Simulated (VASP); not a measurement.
Write the native input for VASP 6.6.1 that does the following.

```yaml
Task: single point
Functional: PBE
Potentials_or_basis: VASP PAW PBE potentials, release 64 (Al, Ni)
Cutoff: 520 eV
k_mesh: 14 × 14 × 14
Occupations: gaussian, width 0.15 eV
Spin: collinear spin, ferromagnetic start
Starting_moments: "[0.0, 0.3, 0.3, 0.3] μB"
Dipole_correction: no
Further_INCAR_settings: ALGO = Fast; EDIFF = 1e-07; NBANDS = 28
```

The structure of AlNi3 lies in POSCAR:

```
AlNi3
1.0
    3.1654275190      0.0000000000      0.0000000000
    0.0000000000      3.1654275190      0.0000000000
    0.0000000000      0.0000000000      3.5666788946
Al Ni
1 3
Direct
    0.0000000000      0.0000000000      0.0000000000
    0.0000000000      0.5000000000      0.5000000000
    0.5000000000      0.0000000000      0.5000000000
    0.5000000000      0.5000000000      0.0000000000
```

This cell differs from its parent crystal: strain -0.1125 x Voigt [1, 1, 0, 0, 0, 0].

These files were run (other wordings do the same):

INCAR

```
SYSTEM = AlNi3
ALGO = Fast ; EDIFF = 1E-7
ENCUT = 520 ; GGA = PE
ISIF = 2 ; ISMEAR = 0
ISPIN = 2 ; LASPH = .True.
LCHARG = .True. ; LELF = .True.
LMAXMIX = 4 ; LORBIT = 11
LREAL = .False. ; LVHAR = .True.
LWAVE = .False. ; MAGMOM = 0 0.3 0.3 0.3
NBANDS = 28 ; NELM = 150
PREC = Accurate ; SIGMA = 0.15
```

KPOINTS

```
k-points
0
Gamma
  14 14 14
  0 0 0
```

Potentials or basis: VASP PAW PBE potentials, release 64 (Al, Ni).

Launch:

```console
$ cat potpaw_PBE.64/Al/POTCAR potpaw_PBE.64/Ni/POTCAR > POTCAR
$ mpirun -np 1 vasp_std > vasp.out
```

Results of the run:

```json
{"Pressure": "75.6 GPa", "Net moment": "0.00 μB per cell", "Valence electrons inside the program's atomic spheres": "Al 0.96; Ni 9.91, 9.95 (each value once)"}
```

Caveat: the cell differs from its parent crystal (strain -0.1125 x Voigt [1, 1, 0, 0, 0, 0]); the stress differs along the axes, from 57 to 85 GPa.

Run time: 3.9 min on 1 thread of Intel(R) Xeon(R) 6975P-C (Granite Rapids), on a shared host, peak memory 0.46 GiB.
